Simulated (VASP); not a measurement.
Set up this calculation in VASP 6.6.1, as the native input.

```
Task                   : single point
Functional             : PBEsol
Potentials or basis    : VASP PAW PBE potentials, release 64 (Sb)
Cutoff                 : 520 eV
k mesh                 : 16 × 16 × 16
Occupations            : gaussian, width 0.1 eV
Spin                   : no spin polarisation
Dipole correction      : no
Further INCAR settings : ALGO = Normal; EDIFF = 1e-06; NBANDS = 8
```

The structure of Sb lies in POSCAR:

```
Sb
1.0
   -1.8646393405      1.8646393405      1.8646393405
    1.8646393405     -1.8646393405      1.8646393405
    1.8646393405      1.8646393405     -1.8646393405
Sb
1
Direct
    0.0000000000      0.0000000000      0.0000000000
```

One way to write it, as run:

INCAR

```
PREC     = Accurate       # precision mode
ENCUT    = 520            # plane-wave cutoff, eV
EDIFF    = 1E-6           # SCF threshold, eV
ISMEAR   = 0              # smearing method
SIGMA    = 0.1            # smearing width, eV
LREAL    = False          # projectors in reciprocal space
LASPH    = True           # aspherical terms in the spheres
NELM     = 60             # most SCF steps
ALGO     = Normal         # electronic algorithm
ISIF     = 2              # what is computed and relaxed
LWAVE    = False          # write WAVECAR
LCHARG   = False          # write CHGCAR
GGA      = PS             # functional
NBANDS   = 8              # bands
```

KPOINTS

```
Automatic mesh
0
Gamma
  16 16 16
```

Potentials or basis: VASP PAW PBE potentials, release 64 (Sb).

Command:

```console
$ cat potpaw_PBE.64/Sb/POTCAR > POTCAR
$ mpirun -np 1 vasp_std > vasp.out
```

Results of the run:

```
Pressure : 0.0 GPa
```

Caveat: the PAW data sets were made with another functional, which shifts forces and pressure a little.

It took 10 s on 1 thread of Intel(R) Xeon(R) Platinum 8259CL CPU @ 2.50GHz (Skylake/Cascade Lake), on a shared host, peak memory 0.16 GiB.
